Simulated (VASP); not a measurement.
# Si2W (I4/mmm) in VASP: relaxation of shape and atoms at fixed volume with PBEsol

Aim: the relaxation of shape and atoms at fixed volume of Si2W with PBEsol.

All numbers are computed with VASP 6.6.1; they aren't measurements. Logs are shortened: lines on timing, memory, paths and dates and some standing lists are left out, and cuts for length are marked.

### 1 The cell of the first run

The structure is tetragonal, space group I4/mmm (No. 139). Conventional cell: a = 3.170 Å, b = 3.170 Å, c = 7.737 Å, α = 90.00°, β = 90.00°, γ = 90.00°. Si (site symmetry 4mm) has 9 Si at 2.56 to 3.17 Å and 5 W at 2.58 to 2.59 Å within 3.4 Å. W (site symmetry 4/mmm) has 10 Si at 2.58 to 2.59 Å and 4 W at 3.17 Å within 3.4 Å.

### 2 Relaxation of shape and atoms at fixed volume, PBEsol (volume scaled by 0.97)

File INCAR:

```
ALGO = Normal ; EDIFF = 1E-7
EDIFFG = -0.01 ; ENCUT = 600
GGA = PS ; IBRION = 2
ISIF = 4 ; ISMEAR = 0
LASPH = True ; LCHARG = False
LREAL = False ; LWAVE = False
NELM = 100 ; NSW = 50
PREC = Accurate ; SIGMA = 0.1
```

File KPOINTS:

```
k-points
0
Gamma
  18 18 18
```

File POSCAR:

```
Si2W
1.0
   -1.5851092227      1.5851092227      3.8684840167
    1.5851092227     -1.5851092227      3.8684840167
    1.5851092227      1.5851092227     -3.8684840167
Si W
2 1
Direct
    0.3345424480      0.3345424480      0.0000000000
    0.6654575520      0.6654575520      0.0000000000
    0.0000000000      0.0000000000      0.0000000000
```

Potentials or basis: VASP PAW PBE potentials, release 64 (Si, W_sv).

Launch:

```sh
cat potpaw_PBE.64/Si/POTCAR potpaw_PBE.64/W_sv/POTCAR > POTCAR
mpirun -np 1 vasp_std > vasp.out
```

OUTCAR:

```text
EDIFF = 1E-7
   EDIFFG = -0.01
   ENCUT = 600
   GGA = PS
   IBRION = 2
   ISIF = 4
   ISMEAR = 0
   LASPH = True
   LREAL = False
   NELM = 100
   NSW = 50
   PREC = Accurate

 ion  position               nearest neighbor table
   1  0.335  0.335  0.000-   2 2.56   3 2.58   3 2.58   3 2.58   3 2.58   3 2.59   2 2.60   2 2.60
                             2 2.60   2 2.60
   2  0.665  0.665  0.000-   1 2.56   3 2.58   3 2.58   3 2.58   3 2.58   3 2.59   1 2.60   1 2.60
                             1 2.60   1 2.60
   3  0.000  0.000  0.000-   2 2.58   2 2.58   2 2.58   1 2.58   2 2.58   1 2.58   1 2.58   1 2.58
                             1 2.59   2 2.59

  LATTYP: Found a body centered tetragonal cell.
 ALAT       =     3.1702184454
 C/A-ratio  =     2.4405157457

  Lattice vectors:

 A1 = (  -1.5851092227,   1.5851092227,   3.8684840167)
 A2 = (   1.5851092227,  -1.5851092227,   3.8684840167)
 A3 = (   1.5851092227,   1.5851092227,  -3.8684840167)

Analysis of symmetry for initial positions (statically):
=====================================================================
 Subroutine PRICEL returns:
 Original cell was already a primitive cell.

 Routine SETGRP: Setting up the symmetry group for a
 body centered tetragonal supercell.

 Subroutine GETGRP returns: Found 16 space group operations
 (whereof 16 operations were pure point group operations)
 out of a pool of 16 trial point group operations.

The static configuration has the point symmetry D_4h.

Analysis of symmetry for dynamics (positions and initial velocities):
=====================================================================
 Subroutine PRICEL returns:
 Original cell was already a primitive cell.

 Routine SETGRP: Setting up the symmetry group for a
 body centered tetragonal supercell.

 Subroutine GETGRP returns: Found 16 space group operations
 (whereof 16 operations were pure point group operations)
 out of a pool of 16 trial point group operations.

The dynamic configuration has the point symmetry D_4h.

 Subroutine INISYM returns: Found 16 space group operations
 (whereof 16 operations are pure point group operations),
 and found     1 'primitive' translations

----------------------------------------------------------------------------------------

                                     Primitive cell

  volume of cell :      38.8794

  direct lattice vectors                    reciprocal lattice vectors
    -1.585109223  1.585109223  3.868484017     0.000000000  0.315435677  0.129249597
     1.585109223 -1.585109223  3.868484017     0.315435677  0.000000000  0.129249597
     1.585109223  1.585109223 -3.868484017     0.315435677  0.315435677  0.000000000

  length of vectors
     4.471052570  4.471052570  4.471052570     0.340888727  0.340888727  0.446093412

  position of ions in fractional coordinates (direct lattice)
     0.334542448  0.334542448  0.000000000
     0.665457552  0.665457552  0.000000000
     0.000000000  0.000000000  0.000000000

  ion indices of the primitive-cell ions
   primitive index   ion index
                 1           1
                 2           2
                 3           3

----------------------------------------------------------------------------------------

 KPOINTS: k-points

Automatic generation of k-mesh.
 Grid dimensions read from file:
 generate k-points for:   18   18   18

 Generating k-lattice:

  Cartesian coordinates                     Fractional coordinates (reciprocal lattice)
     0.000000000  0.017524204  0.007180533     0.055555556  0.000000000  0.000000000
     0.017524204  0.000000000  0.007180533     0.000000000  0.055555556  0.000000000
     0.017524204  0.017524204  0.000000000     0.000000000  0.000000000  0.055555556

  Length of vectors
     0.018938263  0.018938263  0.024782967

  Shift w.r.t. Gamma in fractional coordinates (k-lattice)
     0.000000000  0.000000000  0.000000000

 Subroutine IBZKPT returns following result:
 ===========================================

 Found    480 irreducible k-points:

 Following reciprocal coordinates:
            Coordinates               Weight
  0.000000  0.000000  0.000000      1.000000
  0.055556 -0.000000  0.000000      8.000000
  0.111111 -0.000000  0.000000      8.000000
  0.166667  0.000000  0.000000      8.000000
  0.222222 -0.000000  0.000000      8.000000
  0.277778  0.000000  0.000000      8.000000
[... 16 lines left out ...]
 -0.277778  0.055556  0.000000     16.000000
 -0.222222  0.055556 -0.000000     16.000000
 [... further k-points ...]
   k-points           NKPTS =    480   k-points in BZ     NKDIM =    480   number of bands    NBANDS=     15
   number of dos      NEDOS =    301   number of ions     NIONS =      3
   total plane-waves  NPLWV =  46656
   dimension x,y,z NGX =    36 NGY =   36 NGZ =   36
   dimension x,y,z NGXF=    72 NGYF=   72 NGZF=   72
   ions per type =               2   1
   NGX,Y,Z   is equivalent  to a cutoff of  13.39, 13.39, 13.39 a.u.
   NGXF,Y,Z  is equivalent  to a cutoff of  26.77, 26.77, 26.77 a.u.
 SYSTEM =  unknown system
   PREC   = accura    normal or accurate (medium, high low for compatibility)
   ISTART =      0    job   : 0-new  1-cont  2-samecut
   ICHARG =      2    charge: 1-file 2-atom 10-const
   ISPIN  =      1    spin polarized calculation?
   LNONCOLLINEAR =      F non collinear calculations
   LSORBIT =      F    spin-orbit coupling
   LASPH  =      T    aspherical Exc in radial PAW
   ENCUT  =  600.0 eV  44.10 Ry    6.64 a.u.   8.93  8.93  8.93*2*pi/ulx,y,z
   NELM   =    100;   NELMIN=  2; NELMDL= -5     # of ELM steps
   EDIFF  = 0.1E-06   stopping-criterion for ELM
   LREAL  =      F    real-space projection
   EDIFFG = -.1E-01   stopping-criterion for IOM
   NSW    =     50    number of steps for IOM
   IBRION =      2    ionic relax: 0-MD 1-quasi-New 2-CG
   NFREE  =      1    steps in history (QN), initial steepest desc. (CG)
   ISIF   =      4    stress and relaxation
   ISYM   =      2    0-nonsym 1-usesym 2-fastsym
   POTIM  = 0.5000    time-step for ionic-motion
   TEBEG  =    0.0;   TEEND  =   0.0 temperature during run
   PSTRESS=    0.0 pullay stress
   NELECT =      22.0000    total number of electrons
   NUPDOWN=      -1.0000    fix difference up-down
   EMIN   =  10.00;   EMAX   =-10.00  energy-range for DOS
   EFERMI =   0.00;   METHOD = LEGACY
   ISMEAR =     0;   SIGMA  =   0.10  broadening in eV -4-tet -1-fermi 0-gaus
   EFERMI_NEDOS =   21; number of points for ismear=-14 and -15
   IALGO  =     38    algorithm
   IMIX   =      4    mixing-type and parameters
     AMIX     =   0.40;   BMIX     =  1.00
     AMIX_MAG =   1.60;   BMIX_MAG =  1.00
  volume/ion in A,a.u.               =      12.96        87.46
  Fermi-wavevector in a.u.,A,eV,Ry     =   1.354075  2.558830 24.946535  1.833519
  Thomas-Fermi vector in A             =   2.481277
   LORBIT       =      0    0 simple, 1 ext, 2 COOP (PROOUT), +10 PAW based schemes
   GGA     = PS    functional components
   LHFCALC =     F    Hartree Fock is set to
   AEXX    =    0.0000 exact exchange contribution
   IVDW    =     0    specifies the selected vdW correction
   LEPSILON=     F    determine dielectric tensor
   LRPA    =     F    only Hartree local field effects (RPA)
 conjugate gradient relaxation of ions
 non-spin polarized calculation
 Gauss-broadening in eV      SIGMA  =   0.10
  energy-cutoff  :      600.00
  volume of cell :       38.88
 maximum number of plane-waves:      1318
   NGX = 17   NGY = 17   NGZ = 17

--------------------------------------- Ionic step        1  -------------------------------------------

 number of electron      22.0000000 magnetization

 Free energy of the ion-electron system (eV)
  ---------------------------------------------------
  ext. energy  EPLUGINS =         0.00000000
  ---------------------------------------------------
  free energy    TOTEN  =       -26.60969343 eV

  energy without entropy =      -26.60882930  energy(sigma->0) =      -26.60926137

------------------------ aborting loop because EDIFF is reached ----------------------------------------

  FORCE on cell =-STRESS in cart. coord.  units (eV):
  Direction    XX          YY          ZZ          XY          YZ          ZX
  --------------------------------------------------------------------------------------
  -------------------------------------------------------------------------------------
  Total        1.8804802      1.8804802      2.1156983      0.0000000      0.0000000     -0.0000000
  in kB       77.4925860     77.4925860     87.1856757      0.0000000      0.0000000     -0.0000000
  external PRESSURE =      80.7236159 kB  Pullay stress =       0.0000000 kB
[... 96 lines left out ...]
  energy  without entropy=      -26.6092893883  energy(sigma->0) =      -26.60974464

--------------------------------------- Ionic step        4  -------------------------------------------

 number of electron      22.0000000 magnetization

 Free energy of the ion-electron system (eV)
  ---------------------------------------------------
  ext. energy  EPLUGINS =         0.00000000
  ---------------------------------------------------
  free energy    TOTEN  =       -26.61022580 eV

  energy without entropy =      -26.60930791  energy(sigma->0) =      -26.60976686

 E-fermi :  12.4369     XC(G=0): -12.7945

 val. band max:       12.4031357240   @ k =  -0.3889   0.5000   0.3333
 cond. band min:      12.4745979071   @ k =  -0.4444   0.5000   0.2778
 fundamental gap:      0.0714621831
 Fermi energy:        12.4368572626

 k-point     1 :       0.0000    0.0000    0.0000
  band No.  band energies     occupation
      1     -61.2839      2.00000
      2     -25.5961      2.00000
      3     -25.5426      2.00000
      4     -25.5426      2.00000
      5      -1.9767      2.00000
      6       5.3196      2.00000
      7       8.7193      2.00000
      8       8.8929      2.00000
      9       9.4825      2.00000
     10       9.4825      2.00000
     11      13.1118      0.00000
     12      15.1737      0.00000
     13      15.4467      0.00000
     14      15.6994      0.00000
     15      15.6994      0.00000
[... 397 lines left out ...]
 k-point    24 :      -0.2222    0.0556   -0.0000
  band No.  band energies     occupation
      1     -61.2797      2.00000
      2     -25.6499      2.00000
      3     -25.5863      2.00000
      4     -25.5404      2.00000
      5      -1.0334      2.00000
      6       5.5192      2.00000
      7       6.8695      2.00000
      8       8.6709      2.00000
      9       9.4626      2.00000
     10      10.2393      2.00000
     11      10.9835      2.00000
     12      14.1851      0.00000
     13      14.9011      0.00000
     14      16.9523      0.00000
     15      17.1471      0.00000

 [... further k-points ...]
[... 5 lines left out ...]
  --------------------------------------------------------------------------------------
  -------------------------------------------------------------------------------------
  Total        1.9226631      1.9226631      1.9475407      0.0000000      0.0000000      0.0000000
  in kB       79.2309010     79.2309010     80.2560813      0.0000000      0.0000000      0.0000000
  external PRESSURE =      79.5726278 kB  Pullay stress =       0.0000000 kB
[... 18 lines left out ...]
  FREE ENERGIE OF THE ION-ELECTRON SYSTEM (eV)
  ---------------------------------------------------
  free  energy   TOTEN  =       -26.6102258004 eV

  energy  without entropy=      -26.6093079132  energy(sigma->0) =      -26.60976686

 reached required accuracy - stopping structural energy minimisation
```

It took 9.3 min on 1 thread of AMD EPYC 9R45 (Zen 5), shared host; peak memory 0.46 GiB.

What came out:

```yaml
Free_energy: -26.6102 eV
Energy_gained_by_relaxing: 0.2 meV/atom
Ionic_steps: 4
Pressure_after_relaxing: 8.0 GPa
Largest_force_after_relaxing: 0.007 eV/Å
Band_gap_on_the_k_mesh: zero (band 11 reaches 13.25 eV, above the bottom of band 12 at 11.87 eV)
```

Forces in eV/Å, atoms in the order of the input:
```
Si   0.000  0.000  0.007
Si   0.000  0.000 -0.007
W    0.000  0.000  0.000
```

The path:
```csv
step,energy change (eV),largest force (eV/Å),pressure (GPa),volume (Å³)
1,0.0000,0.0932,8.07,38.88
2,-0.0004,0.0107,7.91,38.88
3,-0.0005,0.0191,7.96,38.88
4,-0.0005,0.0071,7.96,38.88
```

Final structure:
```cif
data_structure
_symmetry_space_group_name_H-M 'P 1'
_symmetry_Int_Tables_number 1
_cell_length_a 4.4745
_cell_length_b 4.4745
_cell_length_c 4.4745
_cell_angle_alpha 138.531
_cell_angle_beta 138.531
_cell_angle_gamma 60.090
_cell_volume 38.88
loop_
_atom_site_label
_atom_site_type_symbol
_atom_site_fract_x
_atom_site_fract_y
_atom_site_fract_z
_atom_site_occupancy
Si1 Si 0.33398 0.33398 0.00000 1
Si2 Si 0.66602 0.66602 0.00000 1
W1 W 0.00000 0.00000 0.00000 1
```

Caveat: the cell differs from its parent crystal (volume scaled by 0.97); the PAW data sets were made with another functional, which shifts forces and pressure a little; spin-orbit coupling is left out, which moves the levels of the heavy elements.
